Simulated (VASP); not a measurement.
# K3Te2 (R-3m) in VASP: single point with PBE

Aim: the single point of K3Te2 with PBE.

Program: VASP 6.6.1. These are calculated values, not measurements. Logs are shortened: lines on timing, memory, paths and dates and some standing lists are left out, and cuts for length are marked.

**1. The cell of the first run**

Symmetry: R-3m, No. 166, trigonal system. Conventional cell: a = 5.809 Å, b = 5.809 Å, c = 20.873 Å, α = 90.00°, β = 90.00°, γ = 120.00°. K (site symmetry -3m) has 6 Te at 3.77 Å and 8 K at 4.09 to 4.62 Å within 5.0 Å. K (site symmetry 3m) has 7 Te at 3.41 to 4.43 Å and 7 K at 4.06 to 4.62 Å within 4.7 Å. Te (site symmetry 3m) has 10 K at 3.41 to 4.43 Å and 1 Te at 3.50 Å within 4.5 Å.

**2. Single point, PBE**

Contents of INCAR:

```
PREC = Accurate ; ENCUT = 520
EDIFF = 1E-6 ; ISMEAR = 0
SIGMA = 0.1 ; LREAL = F
LASPH = T ; NELM = 80
ALGO = Fast ; ISIF = 2
LWAVE = F ; LCHARG = T
GGA = PE ; LELF = T
LVHAR = T ; NBANDS = 28
```

Contents of KPOINTS:

```
regular mesh
0
Gamma
  6 6 6
```

Contents of POSCAR:

```
K3Te2
1.0
    2.9044974968      1.6769124116      6.9578013851
   -2.9044974968      1.6769124116      6.9578013851
    0.0000000000     -3.3538248233      6.9578013851
K Te
3 2
Direct
    0.0000000000      0.0000000000      0.0000000000
    0.2212866050      0.2212866050      0.2212866050
    0.7787133950      0.7787133950      0.7787133950
    0.4162043172      0.4162043172      0.4162043172
    0.5837956828      0.5837956828      0.5837956828
```

Potentials or basis: VASP PAW PBE potentials, release 64 (K_sv, Te).

Run with:

```console
$ cat potpaw_PBE.64/K_sv/POTCAR potpaw_PBE.64/Te/POTCAR > POTCAR
$ mpirun -np 1 vasp_std > vasp.out
```

OUTCAR:

```text
PREC = Accurate
   ENCUT = 520
   EDIFF = 1E-6
   ISMEAR = 0
   LREAL = F
   LASPH = T
   NELM = 80
   ISIF = 2
   GGA = PE

 ion  position               nearest neighbor table
   1  0.000  0.000  0.000-
   2  0.221  0.221  0.221-   5 3.41   5 3.41   5 3.41
   3  0.779  0.779  0.779-   4 3.41   4 3.41   4 3.41
   4  0.416  0.416  0.416-   3 3.41   3 3.41   3 3.41   5 3.50
   5  0.584  0.584  0.584-   2 3.41   2 3.41   2 3.41   4 3.50

  LATTYP: Found a trigonal (rhomboedric) cell.
 ALAT       =     7.7239330046
 COS(alpha) =     0.7171898368

  Lattice vectors:

 A1 = (   2.9044974968,   1.6769124116,   6.9578013851)
 A2 = (  -2.9044974968,   1.6769124116,   6.9578013851)
 A3 = (   0.0000000000,  -3.3538248233,   6.9578013851)

Analysis of symmetry for initial positions (statically):
=====================================================================
 Subroutine PRICEL returns:
 Original cell was already a primitive cell.

 Routine SETGRP: Setting up the symmetry group for a
 trigonal (rhombohedral) supercell.

 Subroutine GETGRP returns: Found 12 space group operations
 (whereof 12 operations were pure point group operations)
 out of a pool of 12 trial point group operations.

The static configuration has the point symmetry D_3d.

Analysis of symmetry for dynamics (positions and initial velocities):
=====================================================================
 Subroutine PRICEL returns:
 Original cell was already a primitive cell.

 Routine SETGRP: Setting up the symmetry group for a
 trigonal (rhombohedral) supercell.

 Subroutine GETGRP returns: Found 12 space group operations
 (whereof 12 operations were pure point group operations)
 out of a pool of 12 trial point group operations.

The dynamic configuration has the point symmetry D_3d.

 Subroutine INISYM returns: Found 12 space group operations
 (whereof 12 operations are pure point group operations),
 and found     1 'primitive' translations

----------------------------------------------------------------------------------------

                                     Primitive cell

  volume of cell :     203.3315

[... 92 lines left out ...]
   ENCUT  =  520.0 eV  38.22 Ry    6.18 a.u.  14.36 14.36 14.36*2*pi/ulx,y,z
   NELM   =     80;   NELMIN=  2; NELMDL= -5     # of ELM steps
   EDIFF  = 0.1E-05   stopping-criterion for ELM
   LREAL  =      F    real-space projection
   EDIFFG = 0.1E-04   stopping-criterion for IOM
   NSW    =      0    number of steps for IOM
   IBRION =     -1    ionic relax: 0-MD 1-quasi-New 2-CG
   NFREE  =      0    steps in history (QN), initial steepest desc. (CG)
   ISIF   =      2    stress and relaxation
   ISYM   =      2    0-nonsym 1-usesym 2-fastsym
   POTIM  = 0.5000    time-step for ionic-motion
   TEBEG  =    0.0;   TEEND  =   0.0 temperature during run
   PSTRESS=    0.0 pullay stress
   NELECT =      39.0000    total number of electrons
   NUPDOWN=      -1.0000    fix difference up-down
   EMIN   =  10.00;   EMAX   =-10.00  energy-range for DOS
   EFERMI =   0.00;   METHOD = LEGACY
   ISMEAR =     0;   SIGMA  =   0.10  broadening in eV -4-tet -1-fermi 0-gaus
   EFERMI_NEDOS =   21; number of points for ismear=-14 and -15
   IALGO  =     68    algorithm
   IMIX   =      4    mixing-type and parameters
     AMIX     =   0.40;   BMIX     =  1.00
     AMIX_MAG =   1.60;   BMIX_MAG =  1.00
  volume/ion in A,a.u.               =      40.67       274.43
  Fermi-wavevector in a.u.,A,eV,Ry     =   0.944122  1.784132 12.127777  0.891366
  Thomas-Fermi vector in A             =   2.071896
   LORBIT       =      0    0 simple, 1 ext, 2 COOP (PROOUT), +10 PAW based schemes
   GGA     = PE    functional components
   LHFCALC =     F    Hartree Fock is set to
   AEXX    =    0.0000 exact exchange contribution
   IVDW    =     0    specifies the selected vdW correction
   LEPSILON=     F    determine dielectric tensor
   LRPA    =     F    only Hartree local field effects (RPA)
 non-spin polarized calculation
 RMM-DIIS sequential band-by-band and
 Gauss-broadening in eV      SIGMA  =   0.10
  energy-cutoff  :      520.00
  volume of cell :      203.33
 maximum number of plane-waves:      5522
 NGX is ok and might be reduce to    60
   NGX = 29   NGY = 29   NGZ = 29

 number of electron      39.0000000 magnetization

 Free energy of the ion-electron system (eV)
  ---------------------------------------------------
  ext. energy  EPLUGINS =         0.00000000
  ---------------------------------------------------
  free energy    TOTEN  =       -13.50946425 eV

  energy without entropy =      -13.49391242  energy(sigma->0) =      -13.50168834

 E-fermi :   1.7278     XC(G=0):  -7.4938

 val. band max:        1.6866197674   @ k =   0.5000   0.1667   0.1667
 cond. band min:       1.7307050607   @ k =   0.3333   0.3333  -0.0000
 fundamental gap:      0.0440852934
 Fermi energy:         1.7277779426

 k-point     1 :       0.0000    0.0000    0.0000
  band No.  band energies     occupation
      1     -29.0647      2.00000
      2     -29.0480      2.00000
      3     -29.0297      2.00000
      4     -12.6315      2.00000
      5     -12.6250      2.00000
      6     -12.5859      2.00000
[... 733 lines left out ...]
     27       6.6090      0.00000
     28       6.8697      0.00000

 [... further k-points ...]

------------------------ aborting loop because EDIFF is reached ----------------------------------------

  FORCE on cell =-STRESS in cart. coord.  units (eV):
  Direction    XX          YY          ZZ          XY          YZ          ZX
  --------------------------------------------------------------------------------------
  -------------------------------------------------------------------------------------
  Total        0.0108894      0.0108894      0.0550692      0.0000000     -0.0000000      0.0000000
  in kB        0.0858041      0.0858041      0.4339247      0.0000000     -0.0000000      0.0000000
  external PRESSURE =       0.2018443 kB  Pullay stress =       0.0000000 kB

 VOLUME and BASIS-vectors are now :
 -----------------------------------------------------------------------------
  energy-cutoff  :      520.00
  volume of cell :      203.33
      direct lattice vectors                 reciprocal lattice vectors
     2.904497497  1.676912412  6.957801385     0.172146817  0.099389011  0.047907854
    -2.904497497  1.676912412  6.957801385    -0.172146817  0.099389011  0.047907854
     0.000000000 -3.353824823  6.957801385     0.000000000 -0.198778023  0.047907854

 POSITION                                       TOTAL-FORCE (eV/Angst)
 -----------------------------------------------------------------------------------
      0.00000      0.00000      0.00000         0.000000      0.000000      0.000000
      0.00000     -0.00000      4.61900         0.000000     -0.000000      0.012187
      0.00000     -0.00000     16.25440         0.000000      0.000000     -0.012187
      0.00000     -0.00000      8.68760         0.000000     -0.000000      0.010840
      0.00000     -0.00000     12.18580         0.000000      0.000000     -0.010840
 -----------------------------------------------------------------------------------
    total drift:                               -0.000000      0.000000     -0.000000

  FREE ENERGIE OF THE ION-ELECTRON SYSTEM (eV)
  ---------------------------------------------------
  free  energy   TOTEN  =       -13.5094642531 eV

  energy  without entropy=      -13.4939124182  energy(sigma->0) =      -13.50168834
```

Wall time 21 min (1 thread of AMD EPYC, shared host); peak memory 0.54 GiB.

Results:

```yaml
Free_energy: -13.5095 eV
Pressure: 0.0 GPa
Largest_force: 0.012 eV/Å
Band_gap_on_the_k_mesh: zero (an odd number of electrons rules out a gap without spin polarisation)
```

Forces on the atoms (eV/Å):
```
K    0.000  0.000  0.000
K    0.000  0.000  0.012
K    0.000  0.000 -0.012
Te   0.000  0.000  0.011
Te   0.000  0.000 -0.011
```

Levels at points of the mesh, in eV from the Fermi level:
| k point | band 15 | band 16 | band 17 | band 18 | band 19 | band 20 | band 21 | band 22 | band 23 | band 24 |
| --- | --- | --- | --- | --- | --- | --- | --- | --- | --- | --- |
| (0.00, 0.00, 0.00) | -2.69 | -1.47 | -1.47 | -1.26 | -1.26 | 0.50 | 1.13 | 3.57 | 3.80 | 3.80 |
| (0.50, 0.00, 0.00) | -2.42 | -2.40 | -1.44 | -1.22 | -1.21 | 0.14 | 2.47 | 3.00 | 3.14 | 4.51 |
| (0.50, 0.50, 0.00) | -2.38 | -2.11 | -1.69 | -1.50 | -0.86 | -0.18 | 2.21 | 3.48 | 3.78 | 4.43 |
| (0.50, 0.50, 0.50) | -2.00 | -1.75 | -1.75 | -0.86 | -0.86 | -0.82 | 1.89 | 2.52 | 3.40 | 3.40 |

Caveat: spin-orbit coupling is left out, which moves the levels of the heavy elements.

The gap in the log of VASP goes by the Fermi energy; the results here count the filled bands.